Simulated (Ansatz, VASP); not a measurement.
One calculation of Zr3SiO, two programs

The input INCAR:

```
  ALGO = Normal
  EDIFF = 1E-6
  EDIFFG = -0.01
  ENCUT = 600
  GGA = PE
  IBRION = 2
  ISIF = 3
  ISMEAR = 0
  LASPH = True
  LCHARG = False
  LREAL = False
  LWAVE = False
  NELM = 80
  NSW = 100
  PREC = Accurate
  SIGMA = 0.1
```

File KPOINTS:

```
k-points
0
Gamma
  8 8 8
```

The input POSCAR:

```
Zr3SiO
1.0
    4.9244826610      0.0000000000      0.0000000000
    0.0000000000      4.9244826610      0.0000000000
    0.0000000000      0.0000000000      4.9244826610
Zr Si O
3 1 1
Direct
    0.0000000000      0.5000000000      0.5000000000
    0.5000000000      0.0000000000      0.5000000000
    0.5000000000      0.5000000000      0.0000000000
    0.5000000000      0.5000000000      0.5000000000
    0.0000000000      0.0000000000      0.0000000000
```

Input for Ansatz:

```yaml
crystal:
  lattice:
    - [4.924482661, 0.0, 0.0]
    - [0.0, 4.924482661, 0.0]
    - [0.0, 0.0, 4.924482661]
  atoms:
    - { symbol: Zr, position: [0.0, 0.5, 0.5] }
    - { symbol: Zr, position: [0.5, 0.0, 0.5] }
    - { symbol: Zr, position: [0.5, 0.5, 0.0] }
    - { symbol: Si, position: [0.5, 0.5, 0.5] }
    - { symbol: O, position: [0.0, 0.0, 0.0] }
basis:
  ecutwfc: 420
kpoints:
  mp_grid: { grid: [8, 8, 8] }
hamiltonian:
  xc: pbe
scf:
  occupations: { method: gaussian, width: 0.1 }
output:
  forces: true
  stress: true
  eigenvalues: true
relax:
  adjacent_minimum: "off"
  f_tol: 0.01
  max_steps: 80
  cell: { stress_tol: 0.05 }
```

Change from the starting cell: species swapped into the YBRh3 type (Pm-3m, No. 221).

Alike in both runs: task relaxation of cell and atoms; functional PBE; k mesh 8 × 8 × 8; occupations gaussian, width 0.1 eV; no spin polarisation.

|  | VASP | Ansatz |
| --- | --- | --- |
| version | VASP 6.6.1 | Ansatz 0.2.0 |
| potentials or method | VASP PAW PBE potentials, release 64 (Zr_sv, Si, O), cutoff 600 eV | scalar-relativistic, plane waves, PAW |
| valence electrons in the cell | 46 | 46 |

```csv
,VASP,Ansatz,Ansatz less VASP
"gap on the k mesh at the Fermi level, each at its own relaxed structure (eV)",none,none,-
relaxed volume (Å³/atom),23.88,23.88,0.000
relaxed cell length with the largest relative difference (Å),4.924,4.924,0.0000
```

A gap of «none» marks a metal or a gap that the smearing closes.

Noted on VASP's run: the relaxation stopped at its first step, so nothing moved.
